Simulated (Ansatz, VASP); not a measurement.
## Two plane-wave programs on Na

```
Na
1.0
    -2.09877    2.09877    2.09877
     2.09877   -2.09877    2.09877
     2.09877    2.09877   -2.09877
Na
1
Direct
  0.00000 0.00000 0.00000
```

Alike in both runs: functional PBE; k mesh 11 × 11 × 11; occupations fermi-dirac, width 0.1 eV; no spin polarisation.

Ansatz relaxed the structure, and its values are those at the end. VASP's run is a single point on that final structure, the one shown.

|  | VASP | Ansatz |
| --- | --- | --- |
| version | VASP 6.6.1 | Ansatz 0.2.0 |
| potentials or method | VASP PAW PBE potentials, release 64 (Na_pv), cutoff 500 eV | plane waves (420 eV) with PAW (set soft_1), scalar-relativistic |
| valence electrons in the cell | 7 | 9 |

|  | VASP | Ansatz | Ansatz less VASP |
| --- | --- | --- | --- |
| pressure (GPa) | 0.0 | 0.0 | +0.04 |

The functional is the same, so the differences come from potentials, cutoffs and numerics. VASP's potentials hold 7 valence electrons a cell and Ansatz's 9, so a difference there can come from the potentials and not from the codes.
